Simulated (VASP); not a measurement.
Crystal: AlN.

```
CELL_PARAMETERS angstrom
0.00000 2.18488 2.18488
2.14970 0.00000 2.18488
2.14970 2.18488 0.00000
ATOMIC_POSITIONS crystal
Al 0.00000 0.00000 0.00000
N 0.25000 0.25000 0.25000
```

This cell differs from its parent crystal: uniaxial x strain -1.6%.

Base run:

```yaml
Program: VASP 6.6.1
Functional: r2SCAN
Potentials_or_basis: VASP PAW PBE potentials, release 64 (Al, N)
Cutoff: 520 eV
k_mesh: 10 × 10 × 10
Occupations: gaussian, width 0.01 eV
Spin: no spin polarisation
```

Its results: band gap on the k mesh 3.85 eV, indirect (least direct gap 4.99 eV); pressure 3.1 GPa.

Task: The run is repeated on the same cell with these changes: functional from r2SCAN to PBE; occupations from gaussian, width 0.01 eV to fermi-dirac, width 0.02 eV. What comes out?

Result: Band gap on the k mesh 3.23 eV, indirect (least direct gap 4.28 eV); pressure 7.8 GPa.

Caveats: the PAW data sets were made with another functional, which shifts forces and pressure a little (some runs).

A k mesh can miss the band edges.
